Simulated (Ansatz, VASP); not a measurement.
**Two plane-wave programs on Sr**

Contents of INCAR:

```
PREC     = Accurate       # precision mode
ENCUT    = 520            # plane-wave cutoff, eV
EDIFF    = 1E-6           # SCF threshold, eV
ISMEAR   = 0              # smearing method
SIGMA    = 0.1            # smearing width, eV
LREAL    = False          # projectors in reciprocal space
LASPH    = True           # aspherical terms in the spheres
NELM     = 60             # most SCF steps
ALGO     = Fast           # electronic algorithm
ISIF     = 2              # what is computed and relaxed
LWAVE    = False          # write WAVECAR
LCHARG   = True           # write CHGCAR
GGA      = PS             # functional
LELF     = True           # ELF
LVHAR    = True         
NBANDS   = 17             # bands
```

File KPOINTS:

```
Automatic mesh
0
Gamma
  12 12 10
```

Contents of POSCAR:

```
Sr
1.0
    2.9579193978      2.9579193978      0.0000000000
   -2.9579193978      2.9579193978      0.0000000000
    0.0000000000      0.0000000000      5.9158387956
Sr
2
Direct
    0.0000000000      0.0000000000      0.0000000000
    0.5000000000      0.5000000000      0.5000000000
```

Input for Ansatz:

```yaml
crystal:
  lattice:
    - [2.9579193978, 2.9579193978, 0.0]
    - [-2.9579193978, 2.9579193978, 0.0]
    - [0.0, 0.0, 5.9158387956]
  atoms:
    - { symbol: Sr, position: [0.0, 0.0, 0.0] }
    - { symbol: Sr, position: [0.5, 0.5, 0.5] }
basis:
  ecutwfc: 420
kpoints:
  mp_grid: { grid: [12, 12, 10] }
hamiltonian:
  xc: pbesol
scf:
  occupations: { method: gaussian, width: 0.1 }
output:
  forces: true
  stress: true
  eigenvalues: true
```

Alike in both runs: task single point; functional PBEsol; k mesh 12 × 12 × 10; occupations gaussian, width 0.1 eV; no spin polarisation.

```csv
,VASP,Ansatz
version,VASP 6.6.1,Ansatz 0.2.0
potentials or method,"VASP PAW PBE potentials, release 64 (Sr_sv), cutoff 520 eV","scalar-relativistic, plane waves, PAW"
valence electrons in the cell,20,20
```

|  | VASP | Ansatz | Ansatz less VASP |
| --- | --- | --- | --- |
| gap on the k mesh at the Fermi level (eV) | none | none | - |
| pressure (GPa) | 0.0 | 0.0 | -0.01 |

VASP's potentials were made for PBE, not for PBEsol. A gap of «none» marks a metal or a gap that the smearing closes. The functional is the same, so the differences come from potentials, cutoffs and numerics.
